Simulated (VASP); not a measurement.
Wanted: the native input for a VASP 6.6.1 run.

- Task: single point
- Functional: LDA
- Potentials or basis: VASP PAW LDA potentials, release 64 (Hg)
- Cutoff: 520 eV
- k mesh: 11 × 11 × 11
- Occupations: fermi-dirac, width 0.3 eV
- Spin: no spin polarisation
- Dipole correction: no
- Further INCAR settings: ALGO = Normal; EDIFF = 1e-06; NBANDS = 12

The structure of Hg lies in POSCAR:

```
Hg
1.0
    1.7463233735      1.0082402698      2.1478810803
   -1.7463233735      1.0082402698      2.1478810803
    0.0000000000     -2.0164805396      2.1478810803
Hg
1
Direct
    0.0000000000      1.0000000000      0.0000000000
```

The input as run:

INCAR

```
PREC = Accurate ; ENCUT = 520
EDIFF = 1E-6 ; ISMEAR = -1
SIGMA = 0.3 ; LREAL = False
LASPH = True ; NELM = 80
ALGO = Normal ; ISIF = 2
LWAVE = False ; LCHARG = False
NBANDS = 12
```

KPOINTS

```
Automatic mesh
0
Gamma
  11 11 11
```

Potentials or basis: VASP PAW LDA potentials, release 64 (Hg).

Run with:

```sh
$ cat potpaw_LDA.64/Hg/POTCAR > POTCAR
$ mpirun -np 1 vasp_std > vasp.out
```

Results of the run:

```json
{"Pressure": "0.7 GPa", "Band gap on the k mesh": "zero (bands 6 and 7 overlap by 2.76 eV)"}
```

Caveat: so wide a smearing shifts energies and pressures; spin-orbit coupling is left out, which moves the levels of the heavy elements.

It took 34 s on 1 thread of Intel Xeon 8259CL, on a shared host, peak memory 0.16 GiB.
